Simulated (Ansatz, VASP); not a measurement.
## Sn: VASP beside Ansatz

```
Sn
1.0
     3.10785    0.00000    0.00000
     0.00000    3.10785    0.00000
     0.00000    0.00000    3.10785
Sn
1
Cartesian
  0.0000 0.0000 0.0000
```

Change from the starting cell: volume scaled by 1.02.

Alike in both runs: task single point; functional PBE; k mesh 14 × 14 × 14; occupations fermi-dirac, width 0.03 eV; no spin polarisation.

|  | VASP | Ansatz |
| --- | --- | --- |
| version | VASP 6.6.1 | Ansatz 0.2.0 |
| potentials or method | VASP PAW PBE potentials, release 64 (Sn_d), cutoff 520 eV | all-electron LAPW, scalar-relativistic |

|  | VASP | Ansatz | Ansatz less VASP |
| --- | --- | --- | --- |
| pressure (GPa) | -0.9 | -0.9 | -0.01 |

Ansatz ran all-electron here, and VASP with PAW potentials.
